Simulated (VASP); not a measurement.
The system is InSb.

```xyz
2
Lattice="0.0000 3.0422 3.0422 3.0422 0.0000 3.0422 3.0422 3.0422 0.0000" Properties=species:S:1:pos:R:3 pbc="T T T"
In    0.0000    0.0000    0.0000
Sb    3.0422    3.0422    3.0422
```

Base run:

- Program: VASP 6.6.1
- Functional: PBE
- Potentials or basis: VASP PAW PBE potentials, release 64 (In_d, Sb)
- Cutoff: 520 eV
- k mesh: 6 × 6 × 6
- Occupations: fermi-dirac, width 0.02 eV
- Spin: no spin polarisation

Its results: band gap on the k mesh zero (bands 9 and 10 overlap by 2.80 eV); pressure 1.6 GPa.

Problem. The run is repeated on the same cell with these changes: functional from PBE to r2SCAN. What comes out?

Solution. Band gap on the k mesh zero (bands 9 and 10 overlap by 2.91 eV); pressure 0.1 GPa.

Caveats: spin-orbit coupling is left out, which moves the levels of the heavy elements; the PAW data sets were made with another functional, which shifts forces and pressure a little (at least some runs).
